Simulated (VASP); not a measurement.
Write the native input for VASP 6.6.1 that does the following.

| Quantity | Value |
| --- | --- |
| Task | single point |
| Functional | r2SCAN |
| Potentials or basis | VASP PAW PBE potentials, release 64 (Rb_sv, Br) |
| Cutoff | 520 eV |
| k mesh | 6 × 6 × 6 |
| Occupations | gaussian, width 0.05 eV |
| Spin | no spin polarisation |
| Dipole correction | no |
| Further INCAR settings | ALGO = Normal; EDIFF = 1e-06; NBANDS = 15 |

RbBr:

```
Rb Br
1.0
     0.00000    3.32468    3.42750
     3.32468    0.00000    3.42750
     3.32468    3.32468    0.00000
Rb Br
1 1
Direct
  0.00000 0.00000 0.00000
  0.50000 0.50000 0.50000
```

This cell differs from its parent crystal: strain -0.030 along x and y, +0.000 along z.

These files were run (other wordings do the same):

POSCAR

```
RbBr
1.0
    0.0000000000      3.3246750000      3.4275000000
    3.3246750000      0.0000000000      3.4275000000
    3.3246750000      3.3246750000      0.0000000000
Rb Br
1 1
Direct
    0.0000000000      0.0000000000      0.0000000000
    0.5000000000      0.5000000000      0.5000000000
```

INCAR.step1

```
SYSTEM = RbBr
  ALGO = Normal
  EDIFF = 1E-4
  ENCUT = 520
  GGA = PE
  ISMEAR = 0
  LASPH = .True.
  LCHARG = .False.
  LREAL = .False.
  LWAVE = .True.
  NBANDS = 15
  NELM = 100
  PREC = Accurate
  SIGMA = 0.05
```

INCAR.step2

```
SYSTEM = RbBr
  ALGO = Normal
  EDIFF = 1E-6
  ENCUT = 520
  ISIF = 2
  ISMEAR = 0
  ISTART = 1
  LASPH = .True.
  LCHARG = .False.
  LMIXTAU = .True.
  LREAL = .False.
  LWAVE = .False.
  METAGGA = R2SCAN
  NBANDS = 15
  NELM = 100
  PREC = Accurate
  SIGMA = 0.05
```

KPOINTS

```
k-points
0
Gamma
  6 6 6
  0 0 0
```

Potentials or basis: VASP PAW PBE potentials, release 64 (Rb_sv, Br).

Run with:

```sh
$ cat potpaw_PBE.64/Rb_sv/POTCAR potpaw_PBE.64/Br/POTCAR > POTCAR
$ cp INCAR.step1 INCAR
$ mpirun -np 1 vasp_std > vasp.out
$ cp INCAR.step2 INCAR
$ mpirun -np 1 vasp_std > vasp.out
```

Results of the run:

```json
{"Pressure": "1.7 GPa", "Band gap on the k mesh": "5.11 eV"}
```

Caveat: the cell differs from its parent crystal (strain -0.030 along x and y, +0.000 along z); the PAW data sets were made with another functional, which shifts forces and pressure a little.

Run time: 72 s on 1 thread of Intel(R) Xeon(R) Platinum 8488C (Sapphire Rapids) (shared host), peak memory 0.22 GiB.
